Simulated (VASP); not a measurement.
The system is CaS.

```
Ca S
1.0
     0.00000    2.84300    2.84300
     2.84300    0.00000    2.84300
     2.84300    2.84300    0.00000
Ca S
1 1
Direct
  0.50000 0.50000 0.50000
  0.00000 0.00000 0.00000
```

Base run:

| Property | Result |
| --- | --- |
| Program | VASP 6.6.1 |
| Functional | revPBE |
| Potentials or basis | VASP PAW PBE potentials, release 64 (Ca_sv, S) |
| Cutoff | 500 eV |
| k mesh | 8 × 8 × 8 |
| Occupations | gaussian, width 0.05 eV |
| Spin | no spin polarisation |

Its results: band gap on the k mesh 2.44 eV, indirect (least direct gap 3.24 eV); pressure 2.6 GPa.

**Question.** After a change of settings the same cell gave: band gap on the k mesh 2.44 eV, indirect (least direct gap 3.23 eV); pressure 3.2 GPa. Which change was it?
A. functional from revPBE to BLYP
B. functional from revPBE to r2SCAN; cutoff from 500 eV to 550 eV
C. functional from revPBE to PBE; dispersion from none to D3(BJ)
D. functional from revPBE to PBE

**Answer.** A.

Caveats: the PAW data sets were made with another functional, which shifts forces and pressure a little.
